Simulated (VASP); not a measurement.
# BiMo (P6_3/mmc) in VASP: single point with PBEsol

Aim: the single point of BiMo with PBEsol.

All numbers are computed with VASP 6.6.1; they aren't measurements. Logs are shortened: lines on timing, memory, paths and dates and some standing lists are left out, and cuts for length are marked.

## (1) The cell of the first run

The structure is hexagonal, space group P6_3/mmc (No. 194). The conventional cell has a = 4.524 Å, b = 4.524 Å, c = 5.103 Å, α = 90.00°, β = 90.00°, γ = 120.00°. Mo (site symmetry -3m) has 2 Mo at 2.55 Å and 6 Bi at 2.91 Å within 3.4 Å. Bi (site symmetry -6m2) has 6 Mo at 2.91 Å and 6 Bi at 3.65 Å within 3.8 Å.

## (2) Single point, PBEsol

Contents of POSCAR:

```
BiMo
1.0
    4.5244324844      0.0000000000      0.0000000000
   -2.2622162422      3.9182734692      0.0000000000
    0.0000000000      0.0000000000      5.1028384350
Mo Bi
2 2
Direct
    0.0000000000      0.0000000000      0.0000000000
    0.0000000000      0.0000000000      0.5000000000
    0.3333333333      0.6666666667      0.2500000000
    0.6666666667      0.3333333333      0.7500000000
```

Contents of INCAR.step1:

```
PREC     = Accurate       # precision mode
ENCUT    = 520            # plane-wave cutoff, eV
EDIFF    = 1E-6           # SCF threshold, eV
ISMEAR   = 0              # smearing method
SIGMA    = 0.05           # smearing width, eV
LREAL    = False          # projectors in reciprocal space
LASPH    = True           # aspherical terms in the spheres
NELM     = 100            # most SCF steps
ALGO     = Fast           # electronic algorithm
ISIF     = 2              # what is computed and relaxed
LWAVE    = False          # write WAVECAR
LCHARG   = True           # write CHGCAR
LMAXMIX  = 4              # l up to which the mixer works
GGA      = PS             # functional
NBANDS   = 37             # bands
```

Contents of KPOINTS.step1:

```
regular mesh
0
Gamma
  8 8 6
```

Contents of INCAR.step2:

```
PREC     = Accurate       # precision mode
ENCUT    = 520            # plane-wave cutoff, eV
EDIFF    = 1E-6           # SCF threshold, eV
ISMEAR   = -5             # smearing method
SIGMA    = 0.05           # smearing width, eV
LREAL    = False          # projectors in reciprocal space
LASPH    = True           # aspherical terms in the spheres
NELM     = 100            # most SCF steps
ALGO     = Fast           # electronic algorithm
ISIF     = 2              # what is computed and relaxed
LWAVE    = False          # write WAVECAR
LCHARG   = False          # write CHGCAR
LMAXMIX  = 4              # l up to which the mixer works
GGA      = PS             # functional
LORBIT   = 11             # projections on sites
NBANDS   = 37             # bands
NEDOS    = 1001           # points of the DOS
ICHARG   = 11             # starting density
```

Contents of KPOINTS.step2:

```
regular mesh
0
Gamma
  12 12 9
```

Potentials or basis: VASP PAW PBE potentials, release 64 (Mo_sv, Bi_d).

Started as:

```
cat potpaw_PBE.64/Mo_sv/POTCAR potpaw_PBE.64/Bi_d/POTCAR > POTCAR
cp INCAR.step1 INCAR
cp KPOINTS.step1 KPOINTS
mpirun -np 1 vasp_std > vasp.out
cp INCAR.step2 INCAR
cp KPOINTS.step2 KPOINTS
mpirun -np 1 vasp_std > vasp.out
```

OUTCAR:

```text
PREC = Accurate
   ENCUT = 520
   EDIFF = 1E-6
   ISMEAR = -5
   LREAL = False
   LASPH = True
   NELM = 100
   ISIF = 2
   GGA = PS
   LORBIT = 11
   ICHARG = 11

 ion  position               nearest neighbor table
   1  0.000  0.000  0.000-   2 2.55   2 2.55   4 2.91   3 2.91   4 2.91   3 2.91   4 2.91   3 2.91

   2  0.000  0.000  0.500-   1 2.55   1 2.55   4 2.91   3 2.91   4 2.91   3 2.91   4 2.91   3 2.91

   3  0.333  0.667  0.250-   1 2.91   2 2.91   1 2.91   2 2.91   1 2.91   2 2.91   4 3.65   4 3.65
                             4 3.65   4 3.65   4 3.65   4 3.65
   4  0.667  0.333  0.750-   1 2.91   2 2.91   1 2.91   2 2.91   1 2.91   2 2.91   3 3.65   3 3.65
                             3 3.65   3 3.65   3 3.65   3 3.65

  LATTYP: Found a hexagonal cell.
 ALAT       =     4.5244324844
 C/A-ratio  =     1.1278405530

  Lattice vectors:

 A1 = (   4.5244324844,   0.0000000000,   0.0000000000)
 A2 = (  -2.2622162422,   3.9182734692,   0.0000000000)
 A3 = (   0.0000000000,   0.0000000000,   5.1028384350)

Analysis of symmetry for initial positions (statically):
=====================================================================
 Subroutine PRICEL returns:
 Original cell was already a primitive cell.

 Routine SETGRP: Setting up the symmetry group for a
 hexagonal supercell.

 Subroutine GETGRP returns: Found 24 space group operations
 (whereof 12 operations were pure point group operations)
 out of a pool of 24 trial point group operations.

The static configuration has the point symmetry D_3d.
 The point group associated with its full space group is D_6h.

Analysis of symmetry for dynamics (positions and initial velocities):
=====================================================================
 Subroutine PRICEL returns:
 Original cell was already a primitive cell.

 Routine SETGRP: Setting up the symmetry group for a
 hexagonal supercell.

 Subroutine GETGRP returns: Found 24 space group operations
 (whereof 12 operations were pure point group operations)
 out of a pool of 24 trial point group operations.

The dynamic configuration has the point symmetry D_3d.
 The point group associated with its full space group is D_6h.

 Subroutine INISYM returns: Found 24 space group operations
 (whereof 12 operations are pure point group operations),
 and found     1 'primitive' translations

----------------------------------------------------------------------------------------

                                     Primitive cell

  volume of cell :      90.4629

  direct lattice vectors                    reciprocal lattice vectors
     4.524432484  0.000000000  0.000000000     0.221022195  0.127607224  0.000000000
    -2.262216242  3.918273469  0.000000000     0.000000000  0.255214448  0.000000000
     0.000000000  0.000000000  5.102838435     0.000000000  0.000000000  0.195969363

  length of vectors
     4.524432484  4.524432484  5.102838435     0.255214448  0.255214448  0.195969363

  position of ions in fractional coordinates (direct lattice)
     0.000000000  0.000000000  0.000000000
     0.000000000  0.000000000  0.500000000
     0.333333333  0.666666667  0.250000000
     0.666666667  0.333333333  0.750000000

  ion indices of the primitive-cell ions
   primitive index   ion index
                 1           1
                 2           2
                 3           3
                 4           4

----------------------------------------------------------------------------------------

 KPOINTS: regular mesh

Automatic generation of k-mesh.
 Grid dimensions read from file:
 generate k-points for:   12   12    9

 Generating k-lattice:

  Cartesian coordinates                     Fractional coordinates (reciprocal lattice)
     0.018418516  0.010633935  0.000000000     0.083333333  0.000000000  0.000000000
     0.000000000  0.021267871  0.000000000     0.000000000  0.083333333  0.000000000
     0.000000000  0.000000000  0.021774374     0.000000000  0.000000000  0.111111111

  Length of vectors
     0.021267871  0.021267871  0.021774374

  Shift w.r.t. Gamma in fractional coordinates (k-lattice)
     0.000000000  0.000000000  0.000000000

 TETIRR: Found   1248 inequivalent tetrahedra from     7776

 Subroutine IBZKPT returns following result:
 ===========================================

 Found     95 irreducible k-points:

 Following reciprocal coordinates:
            Coordinates               Weight
  0.000000  0.000000  0.000000      1.000000
  0.083333  0.000000  0.000000      6.000000
  0.166667  0.000000  0.000000      6.000000
  0.250000  0.000000  0.000000      6.000000
  0.333333  0.000000  0.000000      6.000000
  0.416667  0.000000  0.000000      6.000000
[... 16 lines left out ...]
  0.250000  0.000000  0.111111     12.000000
  0.333333  0.000000  0.111111     12.000000
 [... further k-points ...]
   k-points           NKPTS =     95   k-points in BZ     NKDIM =     95   number of bands    NBANDS=     37
   number of dos      NEDOS =   1001   number of ions     NIONS =      4
   total plane-waves  NPLWV =  51840
   dimension x,y,z NGX =    36 NGY =   36 NGZ =   40
   dimension x,y,z NGXF=    72 NGYF=   72 NGZF=   80
   ions per type =               2   2
   NGX,Y,Z   is equivalent  to a cutoff of  13.23, 13.23, 13.03 a.u.
   NGXF,Y,Z  is equivalent  to a cutoff of  26.46, 26.46, 26.06 a.u.
 SYSTEM =  unknown system
   PREC   = accura    normal or accurate (medium, high low for compatibility)
   ISTART =      0    job   : 0-new  1-cont  2-samecut
   ICHARG =     11    charge: 1-file 2-atom 10-const
   ISPIN  =      1    spin polarized calculation?
   LNONCOLLINEAR =      F non collinear calculations
   LSORBIT =      F    spin-orbit coupling
   LASPH  =      T    aspherical Exc in radial PAW
   ENCUT  =  520.0 eV  38.22 Ry    6.18 a.u.   8.41  8.41  9.49*2*pi/ulx,y,z
   NELM   =    100;   NELMIN=  2; NELMDL=  0     # of ELM steps
   EDIFF  = 0.1E-05   stopping-criterion for ELM
   LREAL  =      F    real-space projection
   EDIFFG = 0.1E-04   stopping-criterion for IOM
   NSW    =      0    number of steps for IOM
   IBRION =     -1    ionic relax: 0-MD 1-quasi-New 2-CG
   NFREE  =      0    steps in history (QN), initial steepest desc. (CG)
   ISIF   =      2    stress and relaxation
   ISYM   =      2    0-nonsym 1-usesym 2-fastsym
   POTIM  = 0.5000    time-step for ionic-motion
   TEBEG  =    0.0;   TEEND  =   0.0 temperature during run
   PSTRESS=    0.0 pullay stress
   NELECT =      58.0000    total number of electrons
   NUPDOWN=      -1.0000    fix difference up-down
   EMIN   =  10.00;   EMAX   =-10.00  energy-range for DOS
   EFERMI =   0.00;   METHOD = LEGACY
   ISMEAR =    -5;   SIGMA  =   0.05  broadening in eV -4-tet -1-fermi 0-gaus
   EFERMI_NEDOS =   21; number of points for ismear=-14 and -15
   IALGO  =     68    algorithm
   IMIX   =      4    mixing-type and parameters
     AMIX     =   0.40;   BMIX     =  1.00
     AMIX_MAG =   1.60;   BMIX_MAG =  1.00
  volume/ion in A,a.u.               =      22.62       152.62
  Fermi-wavevector in a.u.,A,eV,Ry     =   1.411651  2.667633 27.113117  1.992758
  Thomas-Fermi vector in A             =   2.533480
   LORBIT       =     11    0 simple, 1 ext, 2 COOP (PROOUT), +10 PAW based schemes
   GGA     = PS    functional components
   LHFCALC =     F    Hartree Fock is set to
   AEXX    =    0.0000 exact exchange contribution
   IVDW    =     0    specifies the selected vdW correction
   LEPSILON=     F    determine dielectric tensor
   LRPA    =     F    only Hartree local field effects (RPA)
 non-spin polarized calculation
 RMM-DIIS sequential band-by-band and
 Fermi weights with tetrahedron method with Bloechl corrections
  energy-cutoff  :      520.00
  volume of cell :       90.46
 maximum number of plane-waves:      2479
 NGX is ok and might be reduce to    36

 number of electron      58.0000001 magnetization

 Free energy of the ion-electron system (eV)
  ---------------------------------------------------
  ext. energy  EPLUGINS =         0.00000000
  ---------------------------------------------------
  free energy    TOTEN  =       -29.67455795 eV

  energy without entropy =      -29.67455795  energy(sigma->0) =      -29.67455795

 E-fermi :   9.2621     XC(G=0): -11.6013

 val. band max:        9.3488502534   @ k =   0.0833   0.0000   0.0000
 cond. band min:       9.2553006976   @ k =   0.5000   0.0000   0.4444
 fundamental gap:     -0.0935495558
 Fermi energy:         9.2621176323

 k-point     1 :       0.0000    0.0000    0.0000
  band No.  band energies     occupation
      1     -51.3178      2.00000
      2     -51.0801      2.00000
      3     -26.2278      2.00000
      4     -25.4683      2.00000
      5     -25.4683      2.00000
      6     -25.2530      2.00000
[... 29 lines left out ...]
     36      14.4351      0.00000
     37      14.4604      0.00000

 k-point     2 :       0.0833    0.0000    0.0000
  band No.  band energies     occupation
      1     -51.3177      2.00000
      2     -51.0801      2.00000
      3     -26.2277      2.00000
      4     -25.4689      2.00000
      5     -25.4683      2.00000
      6     -25.2532      2.00000
[... 29 lines left out ...]
     36      14.2878      0.00000
     37      14.6508      0.00000

 k-point     3 :       0.1667    0.0000    0.0000
  band No.  band energies     occupation
      1     -51.3177      2.00000
      2     -51.0801      2.00000
      3     -26.2272      2.00000
      4     -25.4704      2.00000
      5     -25.4683      2.00000
      6     -25.2538      2.00000
[... 29 lines left out ...]
     36      14.0582      0.00000
     37      14.1209      0.00000
[... 761 lines left out ...]
 k-point    23 :       0.2500    0.0000    0.1111
  band No.  band energies     occupation
      1     -51.3106      2.00000
      2     -51.0874      2.00000
      3     -26.1799      2.00000
      4     -25.4661      2.00000
      5     -25.4620      2.00000
      6     -25.2614      2.00000
[... 29 lines left out ...]
     36      14.1050      0.00000
     37      14.1352      0.00000

 k-point    24 :       0.3333    0.0000    0.1111
  band No.  band energies     occupation
      1     -51.3105      2.00000
      2     -51.0874      2.00000
      3     -26.1794      2.00000
      4     -25.4682      2.00000
      5     -25.4620      2.00000
      6     -25.2624      2.00000
[... 29 lines left out ...]
     36      14.2562      0.00000
     37      14.4368      0.00000

 [... further k-points ...]

------------------------ aborting loop because EDIFF is reached ----------------------------------------

  FORCE on cell =-STRESS in cart. coord.  units (eV):
  Direction    XX          YY          ZZ          XY          YZ          ZX
  --------------------------------------------------------------------------------------
  -------------------------------------------------------------------------------------
  Total       -0.8023328     -0.8023328      1.0009276      0.0000000      0.0000000      0.0000000
  in kB      -14.2100126    -14.2100126     17.7272998      0.0000000      0.0000000      0.0000000
  external PRESSURE =      -3.5642418 kB  Pullay stress =       0.0000000 kB

 VOLUME and BASIS-vectors are now :
 -----------------------------------------------------------------------------
  energy-cutoff  :      520.00
  volume of cell :       90.46
      direct lattice vectors                 reciprocal lattice vectors
     4.524432484  0.000000000  0.000000000     0.221022195  0.127607224  0.000000000
    -2.262216242  3.918273469  0.000000000     0.000000000  0.255214448  0.000000000
     0.000000000  0.000000000  5.102838435     0.000000000  0.000000000  0.195969363

 POSITION                                       TOTAL-FORCE (eV/Angst)
 -----------------------------------------------------------------------------------
      0.00000      0.00000      0.00000         0.000000      0.000000     -0.000000
      0.00000      0.00000      2.55142         0.000000      0.000000     -0.000000
     -0.00000      2.61218      1.27571         0.000000     -0.000000      0.000000
      2.26222      1.30609      3.82713        -0.000000      0.000000     -0.000000
 -----------------------------------------------------------------------------------
    total drift:                               -0.000000      0.000000      0.000000

  FREE ENERGIE OF THE ION-ELECTRON SYSTEM (eV)
  ---------------------------------------------------
  free  energy   TOTEN  =       -29.6745579544 eV

  energy  without entropy=      -29.6745579544  energy(sigma->0) =      -29.67455795

 total charge

# of ion       s       p       d       tot
------------------------------------------
    1        2.310   6.124   4.056  12.490
    2        2.310   6.124   4.056  12.490
    3        1.435   1.576   9.956  12.966
    4        1.435   1.576   9.956  12.966
--------------------------------------------------
tot          7.490  15.399  28.025  50.913
```

It took 6.3 min on 1 thread of Oxide Virtual Turin-like, shared host; peak memory 0.36 GiB.

Results:

- Valence electrons inside the program's atomic spheres: Mo 12.49; Bi 12.97

Levels at points of the mesh, in eV from the Fermi level:
```tsv
k point	band 26	band 27	band 28	band 29	band 30	band 31	band 32	band 33
(0.00, 0.00, 0.00)	-2.15	0.06	0.06	0.75	0.75	2.71	2.71	2.73
(0.50, 0.00, 0.00)	-1.64	-1.36	-1.25	-0.91	0.51	0.97	1.06	2.59
```

Caveat: the PAW data sets were made with another functional, which shifts forces and pressure a little; spin-orbit coupling is left out, which moves the levels of the heavy elements.
